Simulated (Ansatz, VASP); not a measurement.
**One calculation of MgO, two programs**

INCAR

```
  ALGO = Normal
  EDIFF = 1E-6
  ENCUT = 840
  GGA = CA
  GGA_COMPAT = False
  ISIF = 2
  ISMEAR = 0
  LASPH = True
  LCHARG = False
  LREAL = False
  LWAVE = False
  NBANDS = 15
  NELM = 120
  PREC = Accurate
  SIGMA = 0.02
```

File KPOINTS:

```
k-points
0
Gamma
  10 10 10
```

POSCAR

```
MgO
1.0
    0.0000000000      2.1402106944      2.1402106944
    2.1402106944      0.0000000000      2.1402106944
    2.1402106944      2.1402106944      0.0000000000
Mg O
1 1
Direct
    0.0000000000      0.0000000000      0.0000000000
    0.5000000000      0.5000000000      0.5000000000
```

Input for Ansatz:

```yaml
crystal:
  lattice:
    - [0.0, 2.1402106944, 2.1402106944]
    - [2.1402106944, 0.0, 2.1402106944]
    - [2.1402106944, 2.1402106944, 0.0]
  atoms:
    - { symbol: Mg, position: [0.0, 0.0, 0.0] }
    - { symbol: O, position: [0.5, 0.5, 0.5] }
basis:
  ecutwfc: 420
kpoints:
  mp_grid: { grid: [10, 10, 10] }
hamiltonian:
  xc: lda
  pseudopotentials: { kind: paw }
scf:
  occupations: { method: gaussian, width: 0.02 }
output:
  forces: true
  stress: true
  eigenvalues: true
```

Alike in both runs: task single point; functional LDA; k mesh 10 × 10 × 10; occupations gaussian, width 0.02 eV; no spin polarisation.

```csv
,VASP,Ansatz
version,VASP 6.6.1,Ansatz 0.2.0
potentials or method,"VASP PAW LDA potentials, release 64 (Mg_sv, O), cutoff 840 eV","scalar-relativistic, plane waves, PAW"
valence electrons in the cell,16,16
```

|  | VASP | Ansatz | Ansatz less VASP |
| --- | --- | --- | --- |
| gap on the k mesh at the Fermi level (eV) | 4.21 | 4.20 | -0.011 |
| least direct gap on the mesh (eV) | 4.21 | 4.20 | -0.011 |
| pressure (GPa) | -12.1 | -12.4 | -0.36 |

LDA's correlation is that of Perdew and Zunger in VASP and of Perdew and Wang (1992) in Ansatz.
